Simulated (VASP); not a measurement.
# InAs (CsCl type) (Pm-3m) in VASP: notebook

The runs below take InAs (CsCl type) through density of states, with PBE.

All numbers are computed with VASP 6.6.1; they aren't measurements. Logs are shortened: lines on timing, memory, paths and dates and some standing lists are left out, and cuts for length are marked.

**1. The cell of the first run**

The structure is cubic, space group Pm-3m (No. 221). The conventional cell has a = 2.932 Å, b = 2.932 Å, c = 2.932 Å, α = 90.00°, β = 90.00°, γ = 90.00°. Within 3.4 Å of In (site symmetry m-3m) lie 8 As at 2.54 Å and 6 In at 2.93 Å. Within 3.4 Å of As (site symmetry m-3m) lie 8 In at 2.54 Å and 6 As at 2.93 Å.

**2. Density of states, PBE (volume scaled by 0.55)**

Contents of POSCAR:

```
InAs
1.0
    2.9315458988      0.0000000000      0.0000000000
    0.0000000000      2.9315458988      0.0000000000
    0.0000000000      0.0000000000      2.9315458988
In As
1 1
Direct
    0.0000000000      0.0000000000      0.0000000000
    0.5000000000      0.5000000000      0.5000000000
```

Contents of INCAR.step1:

```
ALGO = Normal ; EDIFF = 1E-6
ENCUT = 520 ; GGA = PE
ISIF = 2 ; ISMEAR = -1
LASPH = True ; LCHARG = True
LREAL = False ; LWAVE = False
NBANDS = 16 ; NELM = 100
PREC = Accurate ; SIGMA = 0.05
```

Contents of KPOINTS.step1:

```
k-points
0
Gamma
  12 12 12
```

Contents of INCAR.step2:

```
ALGO = Normal ; EDIFF = 1E-6
ENCUT = 520 ; GGA = PE
ICHARG = 11 ; ISIF = 2
ISMEAR = -5 ; LASPH = True
LCHARG = False ; LORBIT = 11
LREAL = False ; LWAVE = False
NEDOS = 1001 ; NELM = 100
PREC = Accurate ; SIGMA = 0.05
```

Contents of KPOINTS.step2:

```
k-points
0
Gamma
  18 18 18
```

Potentials or basis: VASP PAW PBE potentials, release 64 (In_d, As).

Launch:

```sh
$ cat potpaw_PBE.64/In_d/POTCAR potpaw_PBE.64/As/POTCAR > POTCAR
$ cp INCAR.step1 INCAR
$ cp KPOINTS.step1 KPOINTS
$ mpirun -np 1 vasp_std > vasp.out
$ cp INCAR.step2 INCAR
$ cp KPOINTS.step2 KPOINTS
$ mpirun -np 1 vasp_std > vasp.out
```

OUTCAR:

```text
EDIFF = 1E-6
   ENCUT = 520
   GGA = PE
   ICHARG = 11
   ISIF = 2
   ISMEAR = -5
   LASPH = True
   LORBIT = 11
   LREAL = False
   NELM = 100
   PREC = Accurate

 ion  position               nearest neighbor table
   1  0.000  0.000  0.000-   2 2.54   2 2.54   2 2.54   2 2.54   2 2.54   2 2.54   2 2.54   2 2.54

   2  0.500  0.500  0.500-   1 2.54   1 2.54   1 2.54   1 2.54   1 2.54   1 2.54   1 2.54   1 2.54

  LATTYP: Found a simple cubic cell.
 ALAT       =     2.9315458988

  Lattice vectors:

 A1 = (   2.9315458988,   0.0000000000,   0.0000000000)
 A2 = (   0.0000000000,   2.9315458988,   0.0000000000)
 A3 = (   0.0000000000,   0.0000000000,   2.9315458988)

Analysis of symmetry for initial positions (statically):
=====================================================================
 Subroutine PRICEL returns:
 Original cell was already a primitive cell.

 Routine SETGRP: Setting up the symmetry group for a
 simple cubic supercell.

 Subroutine GETGRP returns: Found 48 space group operations
 (whereof 48 operations were pure point group operations)
 out of a pool of 48 trial point group operations.

The static configuration has the point symmetry O_h .

Analysis of symmetry for dynamics (positions and initial velocities):
=====================================================================
 Subroutine PRICEL returns:
 Original cell was already a primitive cell.

 Routine SETGRP: Setting up the symmetry group for a
 simple cubic supercell.

 Subroutine GETGRP returns: Found 48 space group operations
 (whereof 48 operations were pure point group operations)
 out of a pool of 48 trial point group operations.

The dynamic configuration has the point symmetry O_h .

 Subroutine INISYM returns: Found 48 space group operations
 (whereof 48 operations are pure point group operations),
 and found     1 'primitive' translations

----------------------------------------------------------------------------------------

                                     Primitive cell

  volume of cell :      25.1936

  direct lattice vectors                    reciprocal lattice vectors
     2.931545899  0.000000000  0.000000000     0.341116951  0.000000000  0.000000000
     0.000000000  2.931545899  0.000000000     0.000000000  0.341116951  0.000000000
     0.000000000  0.000000000  2.931545899     0.000000000  0.000000000  0.341116951

  length of vectors
     2.931545899  2.931545899  2.931545899     0.341116951  0.341116951  0.341116951

  position of ions in fractional coordinates (direct lattice)
     0.000000000  0.000000000  0.000000000
     0.500000000  0.500000000  0.500000000

  ion indices of the primitive-cell ions
   primitive index   ion index
                 1           1
                 2           2

----------------------------------------------------------------------------------------

 KPOINTS: k-points

Automatic generation of k-mesh.
 Grid dimensions read from file:
 generate k-points for:   18   18   18

 Generating k-lattice:

  Cartesian coordinates                     Fractional coordinates (reciprocal lattice)
     0.018950942  0.000000000  0.000000000     0.055555556  0.000000000  0.000000000
     0.000000000  0.018950942  0.000000000     0.000000000  0.055555556  0.000000000
     0.000000000  0.000000000  0.018950942     0.000000000  0.000000000  0.055555556

  Length of vectors
     0.018950942  0.018950942  0.018950942

  Shift w.r.t. Gamma in fractional coordinates (k-lattice)
     0.000000000  0.000000000  0.000000000

 TETIRR: Found   2900 inequivalent tetrahedra from    34992

 Subroutine IBZKPT returns following result:
 ===========================================

 Found    220 irreducible k-points:

 Following reciprocal coordinates:
            Coordinates               Weight
  0.000000  0.000000  0.000000      1.000000
  0.055556  0.000000  0.000000      6.000000
  0.111111  0.000000  0.000000      6.000000
  0.166667  0.000000  0.000000      6.000000
  0.222222  0.000000  0.000000      6.000000
  0.277778  0.000000  0.000000      6.000000
[... 16 lines left out ...]
  0.277778  0.111111  0.000000     24.000000
  0.333333  0.111111  0.000000     24.000000
 [... further k-points ...]
   k-points           NKPTS =    220   k-points in BZ     NKDIM =    220   number of bands    NBANDS=     13
   number of dos      NEDOS =   1001   number of ions     NIONS =      2
   total plane-waves  NPLWV =  13824
   dimension x,y,z NGX =    24 NGY =   24 NGZ =   24
   dimension x,y,z NGXF=    48 NGYF=   48 NGZF=   48
   ions per type =               1   1
   NGX,Y,Z   is equivalent  to a cutoff of  13.61, 13.61, 13.61 a.u.
   NGXF,Y,Z  is equivalent  to a cutoff of  27.22, 27.22, 27.22 a.u.
 SYSTEM =  unknown system
   PREC   = accura    normal or accurate (medium, high low for compatibility)
   ISTART =      0    job   : 0-new  1-cont  2-samecut
   ICHARG =     11    charge: 1-file 2-atom 10-const
   ISPIN  =      1    spin polarized calculation?
   LNONCOLLINEAR =      F non collinear calculations
   LSORBIT =      F    spin-orbit coupling
   LASPH  =      T    aspherical Exc in radial PAW
   ENCUT  =  520.0 eV  38.22 Ry    6.18 a.u.   5.45  5.45  5.45*2*pi/ulx,y,z
   NELM   =    100;   NELMIN=  2; NELMDL=  0     # of ELM steps
   EDIFF  = 0.1E-05   stopping-criterion for ELM
   LREAL  =      F    real-space projection
   EDIFFG = 0.1E-04   stopping-criterion for IOM
   NSW    =      0    number of steps for IOM
   IBRION =     -1    ionic relax: 0-MD 1-quasi-New 2-CG
   NFREE  =      0    steps in history (QN), initial steepest desc. (CG)
   ISIF   =      2    stress and relaxation
   ISYM   =      2    0-nonsym 1-usesym 2-fastsym
   POTIM  = 0.5000    time-step for ionic-motion
   TEBEG  =    0.0;   TEEND  =   0.0 temperature during run
   PSTRESS=    0.0 pullay stress
   NELECT =      18.0000    total number of electrons
   NUPDOWN=      -1.0000    fix difference up-down
   EMIN   =  10.00;   EMAX   =-10.00  energy-range for DOS
   EFERMI =   0.00;   METHOD = LEGACY
   ISMEAR =    -5;   SIGMA  =   0.05  broadening in eV -4-tet -1-fermi 0-gaus
   EFERMI_NEDOS =   21; number of points for ismear=-14 and -15
   IALGO  =     38    algorithm
   IMIX   =      4    mixing-type and parameters
     AMIX     =   0.40;   BMIX     =  1.00
     AMIX_MAG =   1.60;   BMIX_MAG =  1.00
  volume/ion in A,a.u.               =      12.60        85.01
  Fermi-wavevector in a.u.,A,eV,Ry     =   1.463532  2.765675 29.142682  2.141927
  Thomas-Fermi vector in A             =   2.579616
   LORBIT       =     11    0 simple, 1 ext, 2 COOP (PROOUT), +10 PAW based schemes
   GGA     = PE    functional components
   LHFCALC =     F    Hartree Fock is set to
   AEXX    =    0.0000 exact exchange contribution
   IVDW    =     0    specifies the selected vdW correction
   LEPSILON=     F    determine dielectric tensor
   LRPA    =     F    only Hartree local field effects (RPA)
 non-spin polarized calculation
 Fermi weights with tetrahedron method with Bloechl corrections
  energy-cutoff  :      520.00
  volume of cell :       25.19
 maximum number of plane-waves:       705
 NGX is ok and might be reduce to    24

 number of electron      17.9999991 magnetization

 Free energy of the ion-electron system (eV)
  ---------------------------------------------------
  ext. energy  EPLUGINS =         0.00000000
  ---------------------------------------------------
  free energy    TOTEN  =        -1.73269459 eV

  energy without entropy =       -1.73269459  energy(sigma->0) =       -1.73269459

 E-fermi :  15.9112     XC(G=0): -13.4517

 val. band max:       16.0903092382   @ k =   0.4444   0.2778   0.2778
 cond. band min:      15.5654521410   @ k =   0.4444   0.3333   0.3333
 fundamental gap:     -0.5248570971
 Fermi energy:        15.9111718045

 k-point     1 :       0.0000    0.0000    0.0000
  band No.  band energies     occupation
      1      -2.6664      2.00000
      2      -0.7425      2.00000
      3      -0.7425      2.00000
      4       0.3046      2.00000
      5       0.3046      2.00000
      6       0.3046      2.00000
      7      13.9579      2.00000
      8      13.9579      2.00000
      9      13.9579      2.00000
     10      17.9882      0.00000
     11      20.5123      0.00000
     12      20.5123      0.00000
     13      32.0408      0.00000

 k-point     2 :       0.0556    0.0000    0.0000
  band No.  band energies     occupation
      1      -2.6109      2.00000
      2      -0.7391      2.00000
      3      -0.7233      2.00000
      4       0.2892      2.00000
      5       0.2892      2.00000
      6       0.3055      2.00000
      7      13.3748      2.00000
      8      14.0341      2.00000
      9      14.0341      2.00000
     10      18.2961      0.00000
     11      20.5205      0.00000
     12      20.9004      0.00000
     13      31.4663      0.00000

 k-point     3 :       0.1111    0.0000    0.0000
  band No.  band energies     occupation
      1      -2.4457      2.00000
      2      -0.7294      2.00000
      3      -0.6668      2.00000
      4       0.2456      2.00000
      5       0.2456      2.00000
      6       0.3081      2.00000
      7      12.1228      2.00000
      8      14.2599      2.00000
      9      14.2599      2.00000
     10      18.7286      0.00000
     11      20.5445      0.00000
     12      22.0546      0.00000
     13      29.8661      0.00000

 k-point     4 :       0.1667    0.0000    0.0000
  band No.  band energies     occupation
      1      -2.1761      2.00000
      2      -0.7144      2.00000
      3      -0.5765      2.00000
      4       0.1798      2.00000
      5       0.1798      2.00000
      6       0.3122      2.00000
      7      10.6955      2.00000
      8      14.6272      2.00000
      9      14.6272      2.00000
     10      19.0379      0.00000
     11      20.5833      0.00000
     12      23.7053      0.00000
     13      28.3253      0.00000

 k-point     5 :       0.2222    0.0000    0.0000
  band No.  band energies     occupation
      1      -1.8136      2.00000
      2      -0.6959      2.00000
      3      -0.4556      2.00000
      4       0.1007      2.00000
      5       0.1007      2.00000
      6       0.3172      2.00000
      7       9.2675      2.00000
      8      15.1228      2.00000
      9      15.1228      2.00000
     10      19.3122      0.00000
     11      20.6345      0.00000
     12      25.4499      0.00000
     13      26.8360      0.00000
[... 257 lines left out ...]
 k-point    22 :       0.2222    0.1111    0.0000
  band No.  band energies     occupation
      1      -1.6531      2.00000
      2      -0.6412      2.00000
      3      -0.4282      2.00000
      4       0.1075      2.00000
      5       0.1155      2.00000
      6       0.2688      2.00000
      7       9.5171      2.00000
      8      13.1764      2.00000
      9      15.3734      2.01558
     10      20.0060      0.00000
     11      22.3122      0.00000
     12      24.1777      0.00000
     13      25.7467      0.00000

 k-point    23 :       0.2778    0.1111    0.0000
  band No.  band energies     occupation
      1      -1.2853      2.00000
      2      -0.6204      2.00000
      3      -0.3258      2.00000
      4       0.0292      2.00000
      5       0.1538      2.00000
      6       0.2758      2.00000
      7       8.1488      2.00000
      8      13.7089      2.00000
      9      15.9489      1.29413
     10      20.2233      0.00000
     11      22.4859      0.00000
     12      22.8704      0.00000
     13      25.5280      0.00000

 k-point    24 :       0.3333    0.1111    0.0000
  band No.  band energies     occupation
      1      -0.9486      2.00000
      2      -0.6012      2.00000
      3      -0.2842      2.00000
      4      -0.0431      2.00000
      5       0.2826      2.00000
      6       0.3641      2.00000
      7       6.8873      2.00000
      8      14.3161      2.05173
      9      16.5974     -0.11920
     10      20.4077      0.00000
     11      21.6265      0.00000
     12      22.7542      0.00000
     13      24.2830      0.00000

 [... further k-points ...]
[... 5 lines left out ...]
  --------------------------------------------------------------------------------------
  -------------------------------------------------------------------------------------
  Total       22.4797439     22.4797439     22.4797439      0.0000000      0.0000000     -0.0000000
  in kB     1429.5911353   1429.5911353   1429.5911353      0.0000000      0.0000000     -0.0000000
  external PRESSURE =    1429.5911353 kB  Pullay stress =       0.0000000 kB

 VOLUME and BASIS-vectors are now :
 -----------------------------------------------------------------------------
  energy-cutoff  :      520.00
  volume of cell :       25.19
      direct lattice vectors                 reciprocal lattice vectors
     2.931545899  0.000000000  0.000000000     0.341116951  0.000000000  0.000000000
     0.000000000  2.931545899  0.000000000     0.000000000  0.341116951  0.000000000
     0.000000000  0.000000000  2.931545899     0.000000000  0.000000000  0.341116951

 POSITION                                       TOTAL-FORCE (eV/Angst)
 -----------------------------------------------------------------------------------
      0.00000      0.00000      0.00000         0.000000      0.000000      0.000000
      1.46577      1.46577      1.46577         0.000000      0.000000      0.000000
 -----------------------------------------------------------------------------------
    total drift:                               -0.000000      0.000000      0.000000

  FREE ENERGIE OF THE ION-ELECTRON SYSTEM (eV)
  ---------------------------------------------------
  free  energy   TOTEN  =        -1.7326945893 eV

  energy  without entropy=       -1.7326945893  energy(sigma->0) =       -1.73269459

 total charge

# of ion       s       p       d       tot
------------------------------------------
    1        0.991   1.096  10.095  12.183
    2        1.329   1.677   0.152   3.157
--------------------------------------------------
tot          2.320   2.772  10.247  15.340
```

Wall time 27 s (1 thread of AMD EPYC 9R45 (Zen 5), shared host); peak memory 0.17 GiB.

Results:

```
Valence electrons inside the program's atomic spheres : In 12.18; As 3.16
```

Levels at points of the mesh, in eV from the Fermi level:
| k point | band 5 | band 6 | band 7 | band 8 | band 9 | band 10 | band 11 | band 12 | band 13 |
| --- | --- | --- | --- | --- | --- | --- | --- | --- | --- |
| (0.00, 0.00, 0.00) | -15.61 | -15.61 | -1.95 | -1.95 | -1.95 | 2.08 | 4.60 | 4.60 | 16.13 |
| (0.50, 0.00, 0.00) | -15.58 | -15.10 | -11.45 | 2.14 | 2.14 | 4.89 | 4.95 | 5.78 | 5.78 |
| (0.50, 0.50, 0.00) | -15.18 | -9.57 | -8.99 | -8.99 | -4.98 | 2.47 | 8.44 | 8.44 | 10.27 |
| (0.50, 0.50, 0.50) | -15.16 | -9.29 | -3.59 | -3.59 | -3.59 | -2.32 | -2.32 | -2.32 | 0.99 |

Caveat: spin-orbit coupling is left out, which moves the levels of the heavy elements; tetrahedron occupations give inexact forces and stress in metals.

(Continued in part 2 of 2.)
